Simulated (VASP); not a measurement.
# Rh12N2O in VASP: single point with PBE+D3(BJ)

Aim: the single point of Rh12N2O with PBE+D3(BJ).

All numbers are computed with VASP 6.6.1; they aren't measurements. Logs are shortened: lines on timing, memory, paths and dates and some standing lists are left out, and cuts for length are marked.

**1. The cell of the first run**

The cell holds a slab with vacuum, 15 atoms: a = 5.365 Å, b = 5.365 Å, c = 24.818 Å, α = 90.00°, β = 90.00°, γ = 120.00°.

**2. Single point, PBE+D3(BJ)**

INCAR reads:

```
SYSTEM = Rh12N2O
ALGO     = Normal         ! electronic algorithm
DIPOL    = 0.5 0.5 0.462
EDIFF    = 1E-6           ! SCF threshold, eV
ENCUT    = 520            ! plane-wave cutoff, eV
GGA      = PE             ! functional
GGA_COMPAT= .FALSE.      
IDIPOL   = 3            
ISIF     = 2              ! what is computed and relaxed
ISMEAR   = 0              ! smearing method
IVDW     = 12             ! dispersion correction
LASPH    = .TRUE.         ! aspherical terms in the spheres
LCHARG   = .FALSE.        ! write CHGCAR
LDIPOL   = .TRUE.       
LREAL    = Auto         
LWAVE    = .FALSE.        ! write WAVECAR
NBANDS   = 123            ! bands
NELM     = 120            ! most SCF steps
NELMDL   = -8           
PREC     = Accurate       ! precision mode
SIGMA    = 0.1            ! smearing width, eV
```

KPOINTS reads:

```
k-points
0
G
  4 4 1
  0 0 0
```

POSCAR reads:

```
Rh12N2O
1.0
    5.3647950047      0.0000000000      0.0000000000
   -2.6823975023      4.6460487602      0.0000000000
    0.0000000000      0.0000000000     24.8182367787
Rh N O
12 2 1
Direct
    0.3333333333      0.1666666667      0.3223436085
    0.3333333333      0.6666666667      0.3223436085
    0.8333333333      0.1666666667      0.3223436085
    0.8333333333      0.6666666667      0.3223436085
    0.6665231499      0.3332615750      0.4090247451
    0.6666666667      0.8333333333      0.4091387285
    0.1667384250      0.3332615750      0.4090247451
    0.1667384250      0.8334768501      0.4090247451
    0.0000000000      0.5000000000      0.4956666442
   -0.0000807108     -0.0000403554      0.4957896497
    0.5000403554      0.5000807108      0.4957896497
    0.5000403554     -0.0000403554      0.4957896497
    0.0000000000      0.5000000000      0.7181210142
    0.0000000000      0.5000000000      0.6723046454
    0.0000000000      0.5000000000      0.6243282395
```

Potentials or basis: VASP PAW PBE potentials, release 64 (Rh_sv_GW, N, O).

Run with:

```
$ cat potpaw_PBE.64/Rh_sv_GW/POTCAR potpaw_PBE.64/N/POTCAR potpaw_PBE.64/O/POTCAR > POTCAR
$ mpirun -np 1 vasp_std > vasp.out
```

OUTCAR:

```text
SYSTEM = Rh12N2O
   EDIFF = 1E-6
   ENCUT = 520
   GGA = PE
   ISIF = 2
   ISMEAR = 0
   IVDW = 12
   LASPH = .TRUE.
   LREAL = Auto
   NELM = 120
   NELMDL = -8
   PREC = Accurate
 IVDW          = 12

 ion  position               nearest neighbor table
   1  0.333  0.167  0.322-   7 2.65   5 2.65   8 2.65
   2  0.333  0.667  0.322-   8 2.65   7 2.65   6 2.65
   3  0.833  0.167  0.322-   5 2.65   7 2.65   6 2.65
   4  0.833  0.667  0.322-   8 2.65   5 2.65   6 2.65
   5  0.667  0.333  0.409-   9 2.65   1 2.65   3 2.65   4 2.65  11 2.65  12 2.65
   6  0.667  0.833  0.409-  10 2.65  11 2.65  12 2.65   4 2.65   2 2.65   3 2.65
   7  0.167  0.333  0.409-   9 2.65   1 2.65   3 2.65   2 2.65  11 2.65  10 2.65
   8  0.167  0.833  0.409-   9 2.65   1 2.65   2 2.65   4 2.65  10 2.65  12 2.65
   9  0.000  0.500  0.496-   7 2.65   5 2.65   8 2.65
  10  1.000  1.000  0.496-   6 2.65   8 2.65   7 2.65
  11  0.500  0.500  0.496-   6 2.65   5 2.65   7 2.65
  12  0.500  1.000  0.496-   6 2.65   8 2.65   5 2.65
  13  0.000  0.500  0.718-  14 1.14
  14  0.000  0.500  0.672-  13 1.14  15 1.19
  15  0.000  0.500  0.624-  14 1.19

  LATTYP: Found a hexagonal cell.
 ALAT       =     5.3647950047
 C/A-ratio  =     4.6261295645

  Lattice vectors:

 A1 = (   5.3647950047,   0.0000000000,   0.0000000000)
 A2 = (  -2.6823975023,   4.6460487602,   0.0000000000)
 A3 = (   0.0000000000,   0.0000000000,  24.8182367787)

Analysis of symmetry for initial positions (statically):
=====================================================================
 Subroutine PRICEL returns:
 Original cell was already a primitive cell.

 Routine SETGRP: Setting up the symmetry group for a
 hexagonal supercell.

 Subroutine GETGRP returns: Found  6 space group operations
 (whereof  2 operations were pure point group operations)
 out of a pool of 24 trial point group operations.

The static configuration has the point symmetry C_1h.
 The point group associated with its full space group is C_3v.

Analysis of symmetry for dynamics (positions and initial velocities):
=====================================================================
 Subroutine PRICEL returns:
 Original cell was already a primitive cell.

 Routine SETGRP: Setting up the symmetry group for a
 hexagonal supercell.

 Subroutine GETGRP returns: Found  6 space group operations
 (whereof  2 operations were pure point group operations)
 out of a pool of 24 trial point group operations.

The dynamic configuration has the point symmetry C_1h.
 The point group associated with its full space group is C_3v.

 Subroutine INISYM returns: Found  6 space group operations
 (whereof  2 operations are pure point group operations),
 and found     1 'primitive' translations

----------------------------------------------------------------------------------------

                                     Primitive cell

  volume of cell :     618.5970

  direct lattice vectors                    reciprocal lattice vectors
     5.364795005  0.000000000  0.000000000     0.186400412  0.107618328  0.000000000
    -2.682397502  4.646048760  0.000000000     0.000000000  0.215236656  0.000000000
     0.000000000  0.000000000 24.818236779     0.000000000  0.000000000  0.040292951

  length of vectors
     5.364795005  5.364795005 24.818236779     0.215236656  0.215236656  0.040292951

  position of ions in fractional coordinates (direct lattice)
     0.333333333  0.166666667  0.322343608
     0.333333333  0.666666667  0.322343608
     0.833333333  0.166666667  0.322343608
     0.833333333  0.666666667  0.322343608
     0.666523150  0.333261575  0.409024745
     0.666666667  0.833333333  0.409138728
     0.166738425  0.333261575  0.409024745
     0.166738425  0.833476850  0.409024745
     0.000000000  0.500000000  0.495666644
     0.999919289  0.999959645  0.495789650
     0.500040355  0.500080711  0.495789650
     0.500040355  0.999959645  0.495789650
     0.000000000  0.500000000  0.718121014
     0.000000000  0.500000000  0.672304645
     0.000000000  0.500000000  0.624328240

  ion indices of the primitive-cell ions
   primitive index   ion index
                 1           1
                 2           2
                 3           3
                 4           4
                 5           5
                 6           6
                 7           7
                 8           8
                 9           9
                10          10
                11          11
                12          12
                13          13
                14          14
                15          15

----------------------------------------------------------------------------------------

 KPOINTS: k-points

Automatic generation of k-mesh.
 Grid dimensions read from file:
 generate k-points for:    4    4    1

 Generating k-lattice:

  Cartesian coordinates                     Fractional coordinates (reciprocal lattice)
     0.046600103  0.026904582  0.000000000     0.250000000  0.000000000  0.000000000
     0.000000000  0.053809164  0.000000000     0.000000000  0.250000000  0.000000000
     0.000000000  0.000000000  0.040292951     0.000000000  0.000000000  1.000000000

  Length of vectors
     0.053809164  0.053809164  0.040292951

  Shift w.r.t. Gamma in fractional coordinates (k-lattice)
     0.000000000  0.000000000  0.000000000

 Subroutine IBZKPT returns following result:
 ===========================================

 Found      4 irreducible k-points:

 Following reciprocal coordinates:
            Coordinates               Weight
  0.000000  0.000000  0.000000      1.000000
  0.250000  0.000000  0.000000      6.000000
  0.500000  0.000000  0.000000      3.000000
  0.250000  0.250000  0.000000      6.000000
   k-points           NKPTS =      4   k-points in BZ     NKDIM =      4   number of bands    NBANDS=    123
   number of dos      NEDOS =    301   number of ions     NIONS =     15
   total plane-waves  NPLWV = 307200
   dimension x,y,z NGX =    40 NGY =   40 NGZ =  192
   dimension x,y,z NGXF=    80 NGYF=   80 NGZF=  384
   ions per type =              12   2   1
   NGX,Y,Z   is equivalent  to a cutoff of  12.40, 12.40, 12.86 a.u.
   NGXF,Y,Z  is equivalent  to a cutoff of  24.79, 24.79, 25.72 a.u.
 SYSTEM =  Rh12N2O
   PREC   = accura    normal or accurate (medium, high low for compatibility)
   ISTART =      0    job   : 0-new  1-cont  2-samecut
   ICHARG =      2    charge: 1-file 2-atom 10-const
   ISPIN  =      1    spin polarized calculation?
   LNONCOLLINEAR =      F non collinear calculations
   LSORBIT =      F    spin-orbit coupling
   LASPH  =      T    aspherical Exc in radial PAW
   ENCUT  =  520.0 eV  38.22 Ry    6.18 a.u.   9.97  9.97 46.15*2*pi/ulx,y,z
   NELM   =    120;   NELMIN=  2; NELMDL= -8     # of ELM steps
   EDIFF  = 0.1E-05   stopping-criterion for ELM
   LREAL  =      T    real-space projection
   EDIFFG = 0.1E-04   stopping-criterion for IOM
   NSW    =      0    number of steps for IOM
[... 5 lines left out ...]
   TEBEG  =    0.0;   TEEND  =   0.0 temperature during run
   PSTRESS=    0.0 pullay stress
   NELECT =     220.0000    total number of electrons
   NUPDOWN=      -1.0000    fix difference up-down
   EMIN   =  10.00;   EMAX   =-10.00  energy-range for DOS
   EFERMI =   0.00;   METHOD = LEGACY
   ISMEAR =     0;   SIGMA  =   0.10  broadening in eV -4-tet -1-fermi 0-gaus
   EFERMI_NEDOS =   21; number of points for ismear=-14 and -15
   IALGO  =     38    algorithm
   IMIX   =      4    mixing-type and parameters
     AMIX     =   0.40;   BMIX     =  1.00
     AMIX_MAG =   1.60;   BMIX_MAG =  1.00
  volume/ion in A,a.u.               =      41.24       278.30
  Fermi-wavevector in a.u.,A,eV,Ry     =   1.159880  2.191856 18.304217  1.345322
  Thomas-Fermi vector in A             =   2.296468
   LORBIT       =      0    0 simple, 1 ext, 2 COOP (PROOUT), +10 PAW based schemes
   GGA     = PE    functional components
   LHFCALC =     F    Hartree Fock is set to
   AEXX    =    0.0000 exact exchange contribution
   IVDW    =    12    specifies the selected vdW correction
   LEPSILON=     F    determine dielectric tensor
   LRPA    =     F    only Hartree local field effects (RPA)
 non-spin polarized calculation
 Gauss-broadening in eV      SIGMA  =   0.10
  energy-cutoff  :      520.00
  volume of cell :      618.60
 maximum number of plane-waves:     16708
 NGX is ok and might be reduce to    40
   NGX = 19   NGY = 19   NGZ = 93

 dipolmoment           0.000000      0.000000     -0.001119 electrons x Angstroem

 number of electron     220.0000007 magnetization

 dipolmoment           0.000000      0.000000      0.001498 electrons x Angstroem

 Free energy of the ion-electron system (eV)
  ---------------------------------------------------
  ext. energy  EPLUGINS =         0.00000000
  ---------------------------------------------------
  free energy    TOTEN  =       -91.90557669 eV

  energy without entropy =      -91.77219259  energy(sigma->0) =      -91.83888464

 E-fermi :  -0.3386     XC(G=0):  -5.2719

 val. band max:       -0.3711258324   @ k =   0.5000   0.0000   0.0000
 cond. band min:      -0.3172366728   @ k =   0.2500   0.2500   0.0000
 fundamental gap:      0.0538891596
 Fermi energy:        -0.3385971783

 k-point     1 :       0.0000    0.0000    0.0000
  band No.  band energies     occupation
      1     -79.3090      2.00000
      2     -79.2281      2.00000
      3     -79.2281      2.00000
      4     -79.2242      2.00000
      5     -78.8796      2.00000
      6     -78.8741      2.00000
[... 489 lines left out ...]
    121       0.9521      0.00000
    122       0.9692      0.00000
 [bands above 122 left out]

------------------------ aborting loop because EDIFF is reached ----------------------------------------

 vacuum level on the upper side and lower side of the slab       (xc-potential included)        -0.205        -0.233

 Edisp (eV)   -5.37396

 E8    (eV) :    -2.4928

  FORCE on cell =-STRESS in cart. coord.  units (eV):
  Direction    XX          YY          ZZ          XY          YZ          ZX
  --------------------------------------------------------------------------------------
  -------------------------------------------------------------------------------------
  Total     -10.17767   -10.17767    -1.64363    -0.00000     0.00000    -0.00000
  in kB     -26.36035   -26.36035    -4.25704    -0.00000     0.00000    -0.00000
  external pressure =      -18.99 kB  Pullay stress =        0.00 kB

 VOLUME and BASIS-vectors are now :
 -----------------------------------------------------------------------------
  energy-cutoff  :      520.00
  volume of cell :      618.60
      direct lattice vectors                 reciprocal lattice vectors
     5.364795005  0.000000000  0.000000000     0.186400412  0.107618328  0.000000000
    -2.682397502  4.646048760  0.000000000     0.000000000  0.215236656  0.000000000
     0.000000000  0.000000000 24.818236779     0.000000000  0.000000000  0.040292951

 POSITION                                       TOTAL-FORCE (eV/Angst)
 -----------------------------------------------------------------------------------
      1.34120      0.77434      8.00000         0.000000      0.000000     -0.004913
     -0.00000      3.09737      8.00000        -0.001297     -0.000749      0.015465
      4.02360      0.77434      8.00000         0.000000      0.001497      0.015465
      2.68240      3.09737      8.00000         0.001297     -0.000749      0.015465
      2.68182      1.54835     10.15127        -0.000934     -0.000539     -0.000079
      1.34120      3.87171     10.15410         0.000000      0.000000     -0.003961
      0.00058      1.54835     10.15127         0.000934     -0.000539     -0.000079
     -1.34120      3.87237     10.15127         0.000000      0.001079     -0.000079
     -1.34120      2.32302     12.30157         0.000000      0.000000     -0.006267
      2.68207      4.64586     12.30462         0.000264      0.000153     -0.010533
      1.34120      2.32340     12.30462        -0.000000     -0.000305     -0.010533
      0.00032      4.64586     12.30462        -0.000264      0.000153     -0.010533
     -1.34120      2.32302     17.82250         0.000000      0.000000      0.780707
     -1.34120      2.32302     16.68542         0.000000      0.000000     -0.008009
     -1.34120      2.32302     15.49473         0.000000      0.000000     -0.772115
 -----------------------------------------------------------------------------------
    total drift:                                0.000006     -0.000003     -0.002904

  FREE ENERGIE OF THE ION-ELECTRON SYSTEM (eV)
  ---------------------------------------------------
  free  energy   TOTEN  =       -97.2795405535 eV

  energy  without entropy=      -97.1461564613  energy(sigma->0) =      -97.21284851

 vacuum level on the upper side and lower side of the slab         4.575         4.548
```

Wall time 42 min (1 thread of Intel Xeon Platinum 8488C (Sapphire Rapids), shared host); peak memory 0.77 GiB.

What came out:

```yaml
Free_energy: -97.2795 eV
Largest_force: 0.781 eV/Å
Band_gap_on_the_k_mesh: zero (bands 110 and 111 overlap by 0.77 eV)
Dispersion_energy_per_atom: -0.358 eV
```

Forces in eV/Å, atoms in the order of the input:
```
Rh   0.000  0.000 -0.005
Rh  -0.001 -0.001  0.015
Rh   0.000  0.001  0.015
Rh   0.001 -0.001  0.015
Rh  -0.001 -0.001  0.000
Rh   0.000  0.000 -0.004
Rh   0.001 -0.001  0.000
Rh   0.000  0.001  0.000
Rh   0.000  0.000 -0.006
Rh   0.000  0.000 -0.011
Rh   0.000  0.000 -0.011
Rh   0.000  0.000 -0.011
N    0.000  0.000  0.781
N    0.000  0.000 -0.008
O    0.000  0.000 -0.772
```

Caveat: the standard files for N, O and F lose accuracy on very short bonds.

The gap in the log of VASP goes by the Fermi energy; the results here count the filled bands.